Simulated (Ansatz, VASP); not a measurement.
**One calculation of NaCl, two programs**

Contents of POSCAR:

```
NaCl
1.0
    0.0000000000      2.8026988303      2.8026988303
    2.8026988303      0.0000000000      2.8026988303
    2.8026988303      2.8026988303      0.0000000000
Na Cl
1 1
Direct
    0.0000000000      0.0000000000      0.0000000000
    0.5000000000      0.5000000000      0.5000000000
```

Contents of INCAR.step1:

```
SYSTEM = NaCl
  PREC = Accurate
  ENCUT = 520
  EDIFF = 1E-5
  ISMEAR = 0
  SIGMA = 0.01
  LREAL = .FALSE.
  LASPH = .TRUE.
  NELM = 60
  ALGO = Normal
  ISIF = 2
  LWAVE = .TRUE.
  GGA = PE
  NBANDS = 14
```

INCAR.step2

```
SYSTEM = NaCl
  PREC = Accurate
  ENCUT = 520
  EDIFF = 1E-7
  ISMEAR = 0
  SIGMA = 0.01
  LREAL = .FALSE.
  LASPH = .TRUE.
  NELM = 60
  ALGO = Normal
  ISIF = 2
  LWAVE = .FALSE.
  LCHARG = .TRUE.
  GGA = PE
  LHFCALC = .TRUE.
  HFSCREEN = 0.2079
  PRECFOCK = Normal
  LELF = .TRUE.
  LVHAR = .TRUE.
  ISTART = 1
  NBANDS = 14
```

KPOINTS

```
Automatic mesh
0
G
  6 6 6
  0 0 0
```

Input for Ansatz:

```yaml
crystal:
  lattice:
    - [0.0, 2.8026988303, 2.8026988303]
    - [2.8026988303, 0.0, 2.8026988303]
    - [2.8026988303, 2.8026988303, 0.0]
  atoms:
    - { symbol: Na, position: [0.0, 0.0, 0.0] }
    - { symbol: Cl, position: [0.5, 0.5, 0.5] }
kpoints:
  mp_grid: { grid: [6, 6, 6] }
  band_path:
    path:
      - [0.0, 0.0, 0.0]
      - [0.5, 0.0, 0.5]
      - [0.625, 0.25, 0.625]
      - [0.375, 0.375, 0.75]
      - [0.5, 0.5, 0.5]
      - [0.5, 0.25, 0.75]
    npoints: 1
hamiltonian:
  xc: hse06
scf:
  occupations: { method: fixed }
  n_extra_bands: 4
output:
  forces: true
  stress: true
  eigenvalues: true
  write_density: true
  write_potential: true
  elf: true
  volumetric_format: npy
```

Alike in both runs: task single point; functional HSE06; k mesh 6 × 6 × 6; no spin polarisation.

|  | VASP | Ansatz |
| --- | --- | --- |
| version | VASP 6.6.1 | Ansatz 0.2.0 |
| potentials or method | VASP PAW PBE potentials, release 64 (Na_pv, Cl) | plane waves, PAW |
| plane-wave cutoff (eV) | 520 | 420 |
| occupations | gaussian, width 0.01 eV | fixed |
| valence electrons in the cell | 14 | 16 |

|  | VASP | Ansatz | Ansatz less VASP |
| --- | --- | --- | --- |
| gap on the k mesh at the Fermi level (eV) | 6.55 | 6.56 | +0.008 |
| pressure (GPa) | 0.7 | 0.7 | -0.02 |

VASP's potentials hold 14 valence electrons a cell and Ansatz's 16, so a difference there can come from the potentials and not from the codes. Ansatz's warnings: stress exchange threshold loose, stress scf threshold loose.
